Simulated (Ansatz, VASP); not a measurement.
Two plane-wave programs on Be3S5

```
Be S
1.0
     6.01358    0.00000    0.00000
     0.00000    6.01358    0.00000
     0.00000    0.00000    4.95454
Be S
3 5
Direct
  0.50000 0.00000 0.95752
  0.00000 0.50000 0.95752
  0.00000 0.00000 0.77556
  0.75820 0.75820 0.93708
  0.24180 0.24180 0.93708
  0.24180 0.75820 0.93708
  0.75820 0.24180 0.93708
  0.00000 0.00000 0.36385
```

Alike in both runs: functional PBE; k mesh 3 × 3 × 4; occupations gaussian, width 0.2 eV; no spin polarisation.

Ansatz relaxed the structure, and its values are those at the end. VASP's run is a single point on that final structure, the one shown.

```csv
,VASP,Ansatz
version,VASP 6.6.1,Ansatz 0.2.0
potentials or method,"VASP PAW PBE potentials, release 64 (Be, S), cutoff 600 eV","scalar-relativistic, plane waves, PAW"
valence electrons in the cell,36,36
```

```csv
,VASP,Ansatz,Ansatz less VASP
gap on the k mesh at the Fermi level (eV),none,none,-
pressure (GPa),0.1,0.1,0.00
rms of the force components (eV/Å),0.023,0.022,-0.0010
```

A gap of «none» marks a metal or a gap that the smearing closes.
